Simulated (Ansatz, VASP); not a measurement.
## LiCl: VASP beside Ansatz

```
Li Cl
1.0
     0.00000    2.43652    2.50064
     2.43652    0.00000    2.50064
     2.43652    2.43652    0.00000
Li Cl
1 1
Direct
  0.00000 0.00000 0.00000
  0.50000 0.50000 0.50000
```

Change from the starting cell: strain -0.050 along x and y, -0.025 along z, atoms carried along.

Alike in both runs: task single point; functional r2SCAN; k mesh 8 × 8 × 8; occupations gaussian, width 0.05 eV; no spin polarisation.

```csv
,VASP,Ansatz
version,VASP 6.6.1,Ansatz 0.2.0
potentials or method,"VASP PAW PBE potentials, release 64 (Li_sv, Cl), cutoff 520 eV","scalar-relativistic, plane waves, PAW"
valence electrons in the cell,10,10
```

VASP gave:

- gap on the k mesh at the Fermi level (eV): 7.63
- least direct gap on the mesh (eV): 7.97

Q: Which values does Ansatz return?

A: gap on the k mesh at the Fermi level (eV): 7.60; least direct gap on the mesh (eV): 7.95.

VASP's potentials were made for PBE, not for r2SCAN. The functional is the same, so the differences come from potentials, cutoffs and numerics.

Noted on VASP's run: the cutoff is under 1.25 times that of the potentials, so the pressure is a little rough.
